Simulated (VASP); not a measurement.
TePb: single point with B3LYP

Crystal: TePb.

```
Pb Te
1.0
     4.08912    0.00000    0.00000
     0.00000    4.08912    0.00000
     0.00000    0.00000    4.08912
Pb Te
1 1
Direct
  0.00000 0.00000 0.00000
  0.50000 0.50000 0.50000
```

* Program: VASP 6.6.1
* Task: single point
* Functional: B3LYP
* Potentials or basis: VASP PAW PBE potentials, release 64 (Pb_d, Te)
* Cutoff: 520 eV
* k mesh: 4 × 4 × 4
* Occupations: fermi-dirac, width 0.05 eV
* Spin: no spin polarisation
* Dipole correction: no
* Grid for exact exchange (PRECFOCK): Normal
* Further INCAR settings: ALGO = Normal; EDIFF = 1e-07; NBANDS = 17
* Share of exact exchange: 0.2

```yaml
Pressure: -0.1 GPa
Band_gap_on_the_k_mesh: zero (bands 10 and 11 overlap by 1.30 eV)
```

Levels at points of the mesh, in eV from the Fermi level:
```
           k point  band 8  band 9  band 10  band 11  band 12  band 13
(0.00, 0.00, 0.00)   -2.01   -2.01    -2.01     4.98     4.98     5.46
(0.50, 0.00, 0.00)   -1.27   -0.56    -0.56     0.52     2.65     2.65
(0.50, 0.50, 0.00)   -4.78   -4.78     0.28     3.76     4.16     4.16
(0.50, 0.50, 0.50)   -2.78   -2.78    -2.78    -1.01    -1.01    -1.01
```

It took 24 min on 1 thread of Intel Xeon 8259CL, with other jobs on the host, peak memory 0.19 GiB.

Caveat: the k points lie up to 0.38 Å⁻¹ apart, too coarse for converged energies and pressures of a metal; the PAW data sets were made with another functional, which shifts forces and pressure a little; spin-orbit coupling is left out, which moves the levels of the heavy elements.
